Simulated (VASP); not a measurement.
**Cs: single point with r2SCAN**

The system is Cs.

```
CELL_PARAMETERS angstrom
9.07827 0.00000 0.00000
-4.53913 7.86201 0.00000
0.00000 0.00000 5.42529
ATOMIC_POSITIONS crystal
Cs 0.00000 0.00000 0.00000
Cs 0.33333 0.66667 0.50000
Cs 0.66667 0.33333 0.50000
```

This isn't the form of Cs at room conditions, which is bcc.

- Program: VASP 6.6.1
- Task: single point
- Functional: r2SCAN
- Potentials or basis: VASP PAW PBE potentials, release 64 (Cs_sv)
- Cutoff: 520 eV
- k mesh: 5 × 5 × 7
- Occupations: fermi-dirac, width 0.1 eV
- Spin: no spin polarisation
- Dipole correction: no
- Further INCAR settings: ALGO = Normal; EDIFF = 1e-06; NBANDS = 20

```
Pressure               : -0.1 GPa
Band gap on the k mesh : zero (an odd number of electrons rules out a gap without spin polarisation)
```

Levels at points of the mesh, in eV from the Fermi level:
```csv
k point,band 11,band 12,band 13,band 14,band 15,band 16
"(0.00, 0.00, 0.00)",-11.20,-11.18,-1.66,0.81,0.81,0.84
```

It took 5.6 min on 1 thread of Intel(R) Xeon(R) 6975P-C (Granite Rapids), on a shared host, peak memory 0.52 GiB.

Caveat: the PAW data sets were made with another functional, which shifts forces and pressure a little; spin-orbit coupling is left out, which moves the levels of the heavy elements.
